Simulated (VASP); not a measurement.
AgI, 4 atoms in the cell. The structure is hexagonal, space group P6_3mc (No. 186). Conventional cell: a = 4.790 Å, b = 4.790 Å, c = 7.827 Å, α = 90.00°, β = 90.00°, γ = 120.00°. Within 3.9 Å of Ag (site symmetry 3m) lie 4 I at 2.93 to 2.94 Å. I (site symmetry 3m) has 4 Ag at 2.93 to 2.94 Å within 3.9 Å.  This cell differs from its parent crystal: strain +3.0%.

```yaml
Program: VASP 6.6.1
Task: single point
Functional: r2SCAN
Potentials_or_basis: VASP PAW PBE potentials, release 64 (Ag, I)
Cutoff: 550 eV
k_mesh: 6 × 6 × 4
Occupations: gaussian, width 0.01 eV
Spin: no spin polarisation
Dipole_correction: no
Further_INCAR_settings: ALGO = Normal; EDIFF = 1e-06; NBANDS = 26
```

Potentials or basis: VASP PAW PBE potentials, release 64 (Ag, I).

Run with:

```console
$ cat potpaw_PBE.64/Ag/POTCAR potpaw_PBE.64/I/POTCAR > POTCAR
$ cp INCAR.step1 INCAR
$ mpirun -np 1 vasp_std > vasp.out
$ cp INCAR.step2 INCAR
$ mpirun -np 1 vasp_std > vasp.out
```

Hardware: 1 thread of Intel(R) Xeon(R) 6975P-C (Granite Rapids), on a shared host.

How long does it take, and how much memory?

Run time: 3.6 min on 1 thread of Intel(R) Xeon(R) 6975P-C (Granite Rapids) (shared host), peak memory 0.37 GiB. Counts: k points 21.
